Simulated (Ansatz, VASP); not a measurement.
AgBr: VASP beside Ansatz

```
Ag Br
1.0
     0.00000    2.84704    2.84704
     2.84704    0.00000    2.84704
     2.84704    2.84704    0.00000
Ag Br
1 1
Cartesian
  2.8470 2.8470 2.8470
  0.0000 0.0000 0.0000
```

Change from the starting cell: volume scaled by 0.96.

Alike in both runs: task single point; functional PBEsol; k mesh 7 × 7 × 7; occupations fermi-dirac, width 0.02 eV; no spin polarisation.

|  | VASP | Ansatz |
| --- | --- | --- |
| version | VASP 6.6.1 | Ansatz 0.2.0 |
| potentials or method | VASP PAW PBE potentials, release 64 (Ag, Br), cutoff 500 eV | all-electron LAPW, scalar-relativistic |

|  | VASP | Ansatz | Ansatz less VASP |
| --- | --- | --- | --- |
| pressure (GPa) | -0.5 | -0.5 | +0.02 |

VASP's potentials were made for PBE, not for PBEsol. Ansatz ran all-electron here, and VASP with PAW potentials.
